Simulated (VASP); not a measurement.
Crystal: SnO2.

```xyz
6
Lattice="4.7880 0.0000 0.0000 0.0000 4.8666 0.0000 0.0000 0.0000 3.2409" Properties=species:S:1:pos:R:3 pbc="T T T"
Sn    0.0000    0.0000    0.0000
Sn    2.3940    2.4333    1.6204
O     3.3906    3.3042    0.0000
O     0.9966    3.9957    1.6204
O     3.7914    0.8709    1.6204
O     1.3974    1.5624    0.0000
```

Base run:

* Program: VASP 6.6.1
* Functional: PBE
* Potentials or basis: VASP PAW PBE potentials, release 64 (Sn_d, O)
* Cutoff: 520 eV
* k mesh: 5 × 5 × 6
* Occupations: fermi-dirac, width 0.05 eV
* Spin: no spin polarisation

Its results: band gap on the k mesh 0.80 eV; pressure 0.0 GPa; largest force 0.066 eV/Å.

Q: After a change of settings the same cell gave: band gap on the k mesh 0.87 eV; pressure 4.0 GPa; largest force 0.062 eV/Å. Which change was it?
A. functional from PBE to PBEsol; further incar settings from ALGO = Normal; EDIFF = 1e-06; NBANDS = 35 to ALGO = Normal; EDIFF = 1e-07; NBANDS = 35
B. functional from PBE to RPBE
C. functional from PBE to r2SCAN
D. functional from PBE to BLYP

A: B.

RPBE binds less tightly than PBE, so the same cell stands under more pressure.

Caveats: spin-orbit coupling is left out, which moves the levels of the heavy elements; the cell stands under pressure (at least some runs); the PAW data sets were made with another functional, which shifts forces and pressure a little (at least some runs).
